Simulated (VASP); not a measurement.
# HgTe (Coloradoite) (F-43m) in VASP: a series of runs

HgTe (Coloradoite) is run at these levels: PBE, r2SCAN, HSE06; tasks: single point.

Everything below comes from runs of VASP 6.6.1. Logs are shortened: lines on timing, memory, paths and dates and some standing lists are left out, and cuts for length are marked.

### 1 The cell of the first run

It takes space group F-43m (No. 216, cubic). Conventional cell: a = 6.761 Å, b = 6.761 Å, c = 6.761 Å, α = 90.00°, β = 90.00°, γ = 90.00°. Within 3.9 Å of Hg (site symmetry -43m) lie 4 Te at 2.93 Å. Te (site symmetry -43m) has 4 Hg at 2.93 Å within 3.9 Å.

### 2 Single point, PBE (strain +2.8%)

INCAR reads:

```
SYSTEM = HgTe
  PREC = Accurate
  ENCUT = 520
  EDIFF = 1E-6
  ISMEAR = -1
  SIGMA = 0.02
  LREAL = .False.
  LASPH = .True.
  NELM = 60
  ALGO = Normal
  ISIF = 2
  LWAVE = .False.
  LCHARG = .False.
  GGA = PE
  NBANDS = 16
```

KPOINTS reads:

```
Automatic mesh
0
Gamma
  6 6 6
  0 0 0
```

POSCAR reads:

```
HgTe
1.0
    0.0000000000      3.3806369703      3.3806369703
    3.3806369703      0.0000000000      3.3806369703
    3.3806369703      3.3806369703      0.0000000000
Hg Te
1 1
Direct
    0.0000000000      0.0000000000      0.0000000000
    0.2500000000      0.2500000000      0.2500000000
```

Potentials or basis: VASP PAW PBE potentials, release 64 (Hg, Te).

Launch:

```sh
$ cat potpaw_PBE.64/Hg/POTCAR potpaw_PBE.64/Te/POTCAR > POTCAR
$ mpirun -np 1 vasp_std > vasp.out
```

OUTCAR:

```text
SYSTEM = HgTe
   PREC = Accurate
   ENCUT = 520
   EDIFF = 1E-6
   ISMEAR = -1
   LREAL = .False.
   LASPH = .True.
   NELM = 60
   ISIF = 2
   GGA = PE

 ion  position               nearest neighbor table
   1  0.000  0.000  0.000-   2 2.93   2 2.93   2 2.93   2 2.93
   2  0.250  0.250  0.250-   1 2.93   1 2.93   1 2.93   1 2.93

  LATTYP: Found a face centered cubic cell.
 ALAT       =     6.7612739406

  Lattice vectors:

 A1 = (   0.0000000000,   3.3806369703,   3.3806369703)
 A2 = (   3.3806369703,   0.0000000000,   3.3806369703)
 A3 = (   3.3806369703,   3.3806369703,   0.0000000000)

Analysis of symmetry for initial positions (statically):
=====================================================================
 Subroutine PRICEL returns:
 Original cell was already a primitive cell.

 Routine SETGRP: Setting up the symmetry group for a
 face centered cubic supercell.

 Subroutine GETGRP returns: Found 24 space group operations
 (whereof 24 operations were pure point group operations)
 out of a pool of 48 trial point group operations.

The static configuration has the point symmetry T_d .

Analysis of symmetry for dynamics (positions and initial velocities):
=====================================================================
 Subroutine PRICEL returns:
 Original cell was already a primitive cell.

 Routine SETGRP: Setting up the symmetry group for a
 face centered cubic supercell.

 Subroutine GETGRP returns: Found 24 space group operations
 (whereof 24 operations were pure point group operations)
 out of a pool of 48 trial point group operations.

The dynamic configuration has the point symmetry T_d .

 Subroutine INISYM returns: Found 24 space group operations
 (whereof 24 operations are pure point group operations),
 and found     1 'primitive' translations

----------------------------------------------------------------------------------------

                                     Primitive cell

  volume of cell :      77.2726

  direct lattice vectors                    reciprocal lattice vectors
     0.000000000  3.380636970  3.380636970    -0.147901122  0.147901122  0.147901122
     3.380636970  0.000000000  3.380636970     0.147901122 -0.147901122  0.147901122
     3.380636970  3.380636970  0.000000000     0.147901122  0.147901122 -0.147901122

  length of vectors
     4.780942653  4.780942653  4.780942653     0.256172257  0.256172257  0.256172257

  position of ions in fractional coordinates (direct lattice)
     0.000000000  0.000000000  0.000000000
     0.250000000  0.250000000  0.250000000

  ion indices of the primitive-cell ions
   primitive index   ion index
                 1           1
                 2           2

----------------------------------------------------------------------------------------

 KPOINTS: Automatic mesh

Automatic generation of k-mesh.
 Grid dimensions read from file:
 generate k-points for:    6    6    6

 Generating k-lattice:

  Cartesian coordinates                     Fractional coordinates (reciprocal lattice)
    -0.024650187  0.024650187  0.024650187     0.166666667  0.000000000  0.000000000
     0.024650187 -0.024650187  0.024650187     0.000000000  0.166666667  0.000000000
     0.024650187  0.024650187 -0.024650187     0.000000000  0.000000000  0.166666667

  Length of vectors
     0.042695376  0.042695376  0.042695376

  Shift w.r.t. Gamma in fractional coordinates (k-lattice)
     0.000000000  0.000000000  0.000000000

 Subroutine IBZKPT returns following result:
 ===========================================

 Found     16 irreducible k-points:

 Following reciprocal coordinates:
            Coordinates               Weight
  0.000000  0.000000  0.000000      1.000000
  0.166667  0.000000  0.000000      8.000000
  0.333333  0.000000  0.000000      8.000000
  0.500000  0.000000  0.000000      4.000000
  0.166667  0.166667  0.000000      6.000000
  0.333333  0.166667  0.000000     24.000000
[... 8 lines left out ...]
 -0.333333  0.333333  0.166667     24.000000
 -0.333333  0.500000  0.166667     12.000000
   k-points           NKPTS =     16   k-points in BZ     NKDIM =     16   number of bands    NBANDS=     16
   number of dos      NEDOS =    301   number of ions     NIONS =      2
   total plane-waves  NPLWV =  46656
   dimension x,y,z NGX =    36 NGY =   36 NGZ =   36
   dimension x,y,z NGXF=    72 NGYF=   72 NGZF=   72
   ions per type =               1   1
   NGX,Y,Z   is equivalent  to a cutoff of  12.52, 12.52, 12.52 a.u.
   NGXF,Y,Z  is equivalent  to a cutoff of  25.04, 25.04, 25.04 a.u.
 SYSTEM =  HgTe
   PREC   = accura    normal or accurate (medium, high low for compatibility)
   ISTART =      0    job   : 0-new  1-cont  2-samecut
   ICHARG =      2    charge: 1-file 2-atom 10-const
   ISPIN  =      1    spin polarized calculation?
   LNONCOLLINEAR =      F non collinear calculations
   LSORBIT =      F    spin-orbit coupling
   LASPH  =      T    aspherical Exc in radial PAW
   ENCUT  =  520.0 eV  38.22 Ry    6.18 a.u.   8.89  8.89  8.89*2*pi/ulx,y,z
   NELM   =     60;   NELMIN=  2; NELMDL= -5     # of ELM steps
   EDIFF  = 0.1E-05   stopping-criterion for ELM
   LREAL  =      F    real-space projection
   EDIFFG = 0.1E-04   stopping-criterion for IOM
   NSW    =      0    number of steps for IOM
   IBRION =     -1    ionic relax: 0-MD 1-quasi-New 2-CG
   NFREE  =      0    steps in history (QN), initial steepest desc. (CG)
   ISIF   =      2    stress and relaxation
   ISYM   =      2    0-nonsym 1-usesym 2-fastsym
   POTIM  = 0.5000    time-step for ionic-motion
   TEBEG  =    0.0;   TEEND  =   0.0 temperature during run
   PSTRESS=    0.0 pullay stress
   NELECT =      18.0000    total number of electrons
   NUPDOWN=      -1.0000    fix difference up-down
   EMIN   =  10.00;   EMAX   =-10.00  energy-range for DOS
   EFERMI =   0.00;   METHOD = LEGACY
   ISMEAR =    -1;   SIGMA  =   0.02  broadening in eV -4-tet -1-fermi 0-gaus
   EFERMI_NEDOS =   21; number of points for ismear=-14 and -15
   IALGO  =     38    algorithm
   IMIX   =      4    mixing-type and parameters
     AMIX     =   0.40;   BMIX     =  1.00
     AMIX_MAG =   1.60;   BMIX_MAG =  1.00
  volume/ion in A,a.u.               =      38.64       260.73
  Fermi-wavevector in a.u.,A,eV,Ry     =   1.007296  1.903514 13.805088  1.014645
[... 46 lines left out ...]
      2      -4.8564      2.00000
      3      -4.8564      2.00000
      4      -4.8254      2.00000
      5      -4.5033      2.00000
      6      -4.5033      2.00000
[... 8 lines left out ...]
     15      10.3327      0.00000
     16      10.3327      0.00000

 k-point     3 :       0.3333    0.0000    0.0000
  band No.  band energies     occupation
      1      -9.0320      2.00000
      2      -4.8106      2.00000
      3      -4.8106      2.00000
      4      -4.5841      2.00000
      5      -4.4967      2.00000
      6      -4.4967      2.00000
[... 8 lines left out ...]
     15      10.5806      0.00000
     16      10.5806      0.00000

 k-point     4 :       0.5000    0.0000    0.0000
  band No.  band energies     occupation
      1      -8.9214      2.00000
      2      -4.7925      2.00000
      3      -4.7925      2.00000
      4      -4.4870      2.00000
      5      -4.4870      2.00000
      6      -4.2791      2.00000
[... 8 lines left out ...]
     15      11.6368      0.00000
     16      11.6368      0.00000

 k-point     5 :       0.1667    0.1667    0.0000
  band No.  band energies     occupation
      1      -9.2077      2.00000
      2      -4.8446      2.00000
      3      -4.8292      2.00000
      4      -4.8292      2.00000
      5      -4.5169      2.00000
      6      -4.4908      2.00000
[... 8 lines left out ...]
     15      10.0898      0.00000
     16      11.2900      0.00000

 k-point     6 :       0.3333    0.1667    0.0000
  band No.  band energies     occupation
      1      -9.0340      2.00000
      2      -4.8043      2.00000
      3      -4.7767      2.00000
      4      -4.6816      2.00000
      5      -4.5021      2.00000
      6      -4.4819      2.00000
[... 8 lines left out ...]
     15      11.0768      0.00000
     16      11.3331      0.00000

 k-point     7 :       0.5000    0.1667    0.0000
  band No.  band energies     occupation
      1      -8.8870      2.00000
      2      -4.7759      2.00000
      3      -4.7543      2.00000
      4      -4.5299      2.00000
      5      -4.4832      2.00000
      6      -4.2843      2.00000
[... 8 lines left out ...]
     15      11.2547      0.00000
     16      11.7359      0.00000

 k-point     8 :      -0.3333    0.1667    0.0000
  band No.  band energies     occupation
      1      -8.9242      2.00000
      2      -4.7755      2.00000
      3      -4.7745      2.00000
      4      -4.5157      2.00000
      5      -4.5055      2.00000
      6      -4.3859      2.00000
[... 8 lines left out ...]
     15      10.5338      0.00000
     16      11.6628      0.00000

 k-point     9 :      -0.1667    0.1667    0.0000
  band No.  band energies     occupation
      1      -9.1042      2.00000
      2      -4.8265      2.00000
      3      -4.8064      2.00000
      4      -4.7233      2.00000
      5      -4.5151      2.00000
      6      -4.4866      2.00000
[... 8 lines left out ...]
     15      10.5520      0.00000
     16      10.7860      0.00000

 k-point    10 :       0.3333    0.3333    0.0000
  band No.  band energies     occupation
      1      -8.9268      2.00000
      2      -4.7282      2.00000
      3      -4.7095      2.00000
      4      -4.7095      2.00000
      5      -4.4685      2.00000
      6      -4.4558      2.00000
[... 8 lines left out ...]
     15      11.6943      0.00000
     16      12.9121      0.00000

 k-point    11 :       0.5000    0.3333    0.0000
  band No.  band energies     occupation
      1      -8.8149      2.00000
      2      -4.7258      2.00000
      3      -4.6778      2.00000
      4      -4.6158      2.00000
      5      -4.4697      2.00000
      6      -4.2401      2.00000
[... 8 lines left out ...]
     15      11.9604      0.00000
     16      12.5842      0.00000

 k-point    12 :      -0.3333    0.3333    0.0000
  band No.  band energies     occupation
      1      -8.8145      2.00000
      2      -4.7415      2.00000
      3      -4.7079      2.00000
      4      -4.5395      2.00000
      5      -4.4941      2.00000
      6      -4.1686      2.00000
[... 8 lines left out ...]
     15      10.7197      0.00000
     16      13.2645      0.00000

 k-point    13 :       0.5000    0.5000    0.0000
  band No.  band energies     occupation
      1      -8.7771      2.00000
      2      -4.7048      2.00000
      3      -4.6416      2.00000
      4      -4.6416      2.00000
      5      -4.4574      2.00000
      6      -4.1831      2.00000
[... 8 lines left out ...]
     15      11.9828      0.00000
     16      12.8863      0.00000

 k-point    14 :       0.5000    0.3333    0.1667
  band No.  band energies     occupation
      1      -8.8891      2.00000
      2      -4.7515      2.00000
      3      -4.7361      2.00000
      4      -4.5870      2.00000
      5      -4.4835      2.00000
      6      -4.3677      2.00000
[... 8 lines left out ...]
     15      11.6840      0.00000
     16      12.4746      0.00000

 k-point    15 :      -0.3333    0.3333    0.1667
  band No.  band energies     occupation
      1      -8.8145      2.00000
      2      -4.7344      2.00000
      3      -4.7155      2.00000
      4      -4.5334      2.00000
      5      -4.5027      2.00000
      6      -4.1615      2.00000
[... 8 lines left out ...]
     15      11.8335      0.00000
     16      12.3757      0.00000

 k-point    16 :      -0.3333    0.5000    0.1667
  band No.  band energies     occupation
      1      -8.7775      2.00000
      2      -4.7085      2.00000
      3      -4.6812      2.00000
      4      -4.5785      2.00000
      5      -4.4861      2.00000
      6      -4.1066      2.00000
[... 8 lines left out ...]
     15      12.2789      0.00000
     16      12.4983      0.00000

------------------------ aborting loop because EDIFF is reached ----------------------------------------

  FORCE on cell =-STRESS in cart. coord.  units (eV):
  Direction    XX          YY          ZZ          XY          YZ          ZX
  --------------------------------------------------------------------------------------
  -------------------------------------------------------------------------------------
  Total       -0.6785968     -0.6785968     -0.6785968     -0.0000000      0.0000000      0.0000000
  in kB      -14.0700881    -14.0700881    -14.0700881     -0.0000000      0.0000000      0.0000000
  external PRESSURE =     -14.0700881 kB  Pullay stress =       0.0000000 kB

 VOLUME and BASIS-vectors are now :
 -----------------------------------------------------------------------------
  energy-cutoff  :      520.00
  volume of cell :       77.27
      direct lattice vectors                 reciprocal lattice vectors
     0.000000000  3.380636970  3.380636970    -0.147901122  0.147901122  0.147901122
     3.380636970  0.000000000  3.380636970     0.147901122 -0.147901122  0.147901122
     3.380636970  3.380636970  0.000000000     0.147901122  0.147901122 -0.147901122

 POSITION                                       TOTAL-FORCE (eV/Angst)
 -----------------------------------------------------------------------------------
      0.00000      0.00000      0.00000         0.000000     -0.000000     -0.000000
      1.69032      1.69032      1.69032        -0.000000      0.000000      0.000000
 -----------------------------------------------------------------------------------
    total drift:                               -0.000000     -0.000000     -0.000000

  FREE ENERGIE OF THE ION-ELECTRON SYSTEM (eV)
  ---------------------------------------------------
  free  energy   TOTEN  =        -3.6261213412 eV

  energy  without entropy=       -3.6257673243  energy(sigma->0) =       -3.62594433
```

Wall time 18 s (1 thread of Intel Xeon Platinum 8259CL at 2.50GHz (Skylake/Cascade Lake), shared host); peak memory 0.21 GiB.

What came out:

```
Free energy            : -3.6261 eV
Pressure               : -1.4 GPa
Band gap on the k mesh : zero (filled and empty bands touch)
```

Levels at points of the mesh, in eV from the Fermi level:
| k point | band 7 | band 8 | band 9 | band 10 | band 11 | band 12 |
| --- | --- | --- | --- | --- | --- | --- |
| (0.00, 0.00, 0.00) | -1.04 | -0.01 | -0.01 | -0.01 | 4.43 | 4.43 |
| (0.50, 0.00, 0.00) | -4.69 | -0.76 | -0.76 | 0.68 | 5.13 | 5.13 |
| (0.50, 0.50, 0.00) | -4.75 | -1.76 | -1.76 | 1.88 | 2.81 | 7.76 |

Caveat: the cell differs from its parent crystal (strain +2.8%); spin-orbit coupling is left out, which moves the levels of the heavy elements.

### 3 Single point, r2SCAN (strain +2.8%)

POSCAR is that of step 2.

INCAR.step1 reads:

```
SYSTEM = HgTe
  PREC = Accurate
  ENCUT = 520
  ISMEAR = -1
  SIGMA = 0.02
  LREAL = .FALSE.
  LASPH = .TRUE.
  NELM = 100
  NBANDS = 16
  GGA = PE
  ALGO = Normal
  EDIFF = 1E-4
  LWAVE = .TRUE.
  LCHARG = .FALSE.
```

INCAR.step2 reads:

```
SYSTEM = HgTe
  PREC = Accurate
  ENCUT = 520
  EDIFF = 1E-6
  ISMEAR = -1
  SIGMA = 0.02
  LREAL = .FALSE.
  LASPH = .TRUE.
  NELM = 100
  ALGO = Normal
  ISIF = 2
  LWAVE = .FALSE.
  LCHARG = .FALSE.
  METAGGA = R2SCAN
  LMIXTAU = .TRUE.
  NBANDS = 16
  ISTART = 1
```

KPOINTS reads:

```
regular mesh
0
G
  6 6 6
  0 0 0
```

Potentials or basis: VASP PAW PBE potentials, release 64 (Hg, Te).

Launch:

```sh
$ cat potpaw_PBE.64/Hg/POTCAR potpaw_PBE.64/Te/POTCAR > POTCAR
$ cp INCAR.step1 INCAR
$ mpirun -np 1 vasp_std > vasp.out
$ cp INCAR.step2 INCAR
$ mpirun -np 1 vasp_std > vasp.out
```

Wall time 70 s (1 thread of Intel Xeon Platinum 8259CL at 2.50GHz (Skylake/Cascade Lake), shared host); peak memory 0.22 GiB.

The run converged. Its results:

| Quantity | Value |
| --- | --- |
| Free energy | -75.1007 eV |
| Pressure | -2.7 GPa |
| Band gap on the k mesh | zero (filled and empty bands touch) |

Levels at points of the mesh, in eV from the Fermi level:
| k point | band 5 | band 6 | band 7 | band 8 | band 9 | band 10 | band 11 | band 12 | band 13 | band 14 |
| --- | --- | --- | --- | --- | --- | --- | --- | --- | --- | --- |
| (0.00, 0.00, 0.00) | -6.53 | -6.53 | -0.76 | -0.01 | -0.01 | -0.01 | 4.78 | 4.78 | 4.78 | 6.76 |
| (0.50, 0.00, 0.00) | -6.52 | -6.30 | -4.80 | -0.79 | -0.79 | 0.91 | 5.48 | 5.48 | 7.00 | 8.08 |
| (0.50, 0.50, 0.00) | -6.49 | -6.19 | -4.87 | -1.82 | -1.82 | 2.06 | 3.05 | 8.18 | 8.86 | 8.86 |

Caveat: the cell differs from its parent crystal (strain +2.8%); the PAW data sets were made with another functional, which shifts forces and pressure a little; spin-orbit coupling is left out, which moves the levels of the heavy elements.

### 4 Single point, HSE06 (strain +2.8%)

POSCAR is that of step 3.

INCAR.step1 reads:

```
SYSTEM = HgTe
  ALGO = Normal
  EDIFF = 1E-5
  ENCUT = 520
  GGA = PE
  ISIF = 2
  ISMEAR = -1
  LASPH = .TRUE.
  LREAL = .FALSE.
  LWAVE = .TRUE.
  NBANDS = 16
  NELM = 100
  PREC = Accurate
  SIGMA = 0.02
```

INCAR.step2 reads:

```
SYSTEM = HgTe
  ALGO = Normal
  EDIFF = 1E-6
  ENCUT = 520
  GGA = PE
  HFSCREEN = 0.2079
  ISIF = 2
  ISMEAR = -1
  ISTART = 1
  LASPH = .TRUE.
  LCHARG = .TRUE.
  LELF = .TRUE.
  LHFCALC = .TRUE.
  LREAL = .FALSE.
  LVHAR = .TRUE.
  LWAVE = .FALSE.
  NBANDS = 16
  NELM = 100
  PREC = Accurate
  PRECFOCK = Normal
  SIGMA = 0.02
```

KPOINTS reads:

```
k-points
0
G
  4 4 4
  0 0 0
```

Launch:

```sh
$ cat potpaw_PBE.64/Hg/POTCAR potpaw_PBE.64/Te/POTCAR > POTCAR
$ cp INCAR.step1 INCAR
$ mpirun -np 1 vasp_std > vasp.out
$ cp INCAR.step2 INCAR
$ mpirun -np 1 vasp_std > vasp.out
```

Run time: 13 min. Hardware: 1 thread of Intel Xeon 6975P-C, shared host; peak memory 0.33 GiB.

It converged, with:

- Free energy: -4.6174 eV
- Pressure: -2.6 GPa
- Band gap on the k mesh: zero (filled and empty bands touch)

Levels at points of the mesh, in eV from the Fermi level:
| k point | band 6 | band 7 | band 8 | band 9 | band 10 | band 11 | band 12 | band 13 |
| --- | --- | --- | --- | --- | --- | --- | --- | --- |
| (0.00, 0.00, 0.00) | -7.42 | -0.49 | -0.01 | -0.01 | -0.01 | 5.18 | 5.18 | 5.18 |
| (0.50, 0.00, 0.00) | -7.16 | -5.01 | -0.83 | -0.83 | 1.30 | 5.91 | 5.91 | 7.55 |
| (0.50, 0.50, 0.00) | -7.04 | -5.10 | -1.91 | -1.91 | 2.56 | 3.39 | 8.70 | 9.40 |

Caveat: the k points lie up to 0.40 Å⁻¹ apart; the cell differs from its parent crystal (strain +2.8%); the PAW data sets were made with another functional, which shifts forces and pressure a little; spin-orbit coupling is left out, which moves the levels of the heavy elements.

### 5 Overview

```tsv
level	k mesh	grid for exact exchange (PRECFOCK)	screening parameter	gap on the mesh (eV)	pressure (GPa)
PBE	6 × 6 × 6	-	-	none	-1.4
r2SCAN	6 × 6 × 6	-	-	none	-2.7
HSE06	4 × 4 × 4	Normal	0.2079 1/Å	none	-2.6
```

Alike in all rows: task single point; potentials or basis VASP PAW PBE potentials, release 64 (Hg, Te); no spin polarisation; cell as given; cutoff (eV) 520; smearing fermi-dirac 0.02 eV.

Caveats: some runs use coarse meshes; spin-orbit coupling is left out, which moves the levels of the heavy elements; the PAW data sets were made with another functional, which shifts forces and pressure a little (some runs).

Absolute energies hang on the potentials; compare differences alone.
